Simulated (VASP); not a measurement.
A run of VASP 6.6.1:

The input INCAR:

```
PREC     = Accurate       # precision mode
ENCUT    = 520            # plane-wave cutoff, eV
EDIFF    = 1E-7           # SCF threshold, eV
ISMEAR   = 0              # smearing method
SIGMA    = 0.15           # smearing width, eV
LREAL    = F              # projectors in reciprocal space
LASPH    = T              # aspherical terms in the spheres
NELM     = 100            # most SCF steps
ALGO     = Fast           # electronic algorithm
ISIF     = 2              # what is computed and relaxed
LWAVE    = F              # write WAVECAR
LCHARG   = F              # write CHGCAR
GGA      = PE             # functional
NBANDS   = 13             # bands
```

Contents of KPOINTS:

```
Automatic mesh
0
Gamma
  20 20 20
```

File POSCAR:

```
W
1.0
   -1.5174350000      1.5174350000      1.5174350000
    1.5174350000     -1.5174350000      1.5174350000
    1.5174350000      1.5174350000     -1.5174350000
W
1
Direct
    0.0000000000      0.0000000000      0.0000000000
```

Potentials or basis: VASP PAW PBE potentials, release 64 (W_sv).

The run is started by

```console
$ cat potpaw_PBE.64/W_sv/POTCAR > POTCAR
$ mpirun -np 1 vasp_std > vasp.out
```

Hardware: 1 thread of Intel Xeon 8259CL (shared host).

**Question.** Estimate the wall time of this run.

**Answer.** Wall time 52 s on 1 thread of Intel Xeon 8259CL, with other jobs on the host, peak memory 0.16 GiB. Counts: scf iterations 14, k points 256.
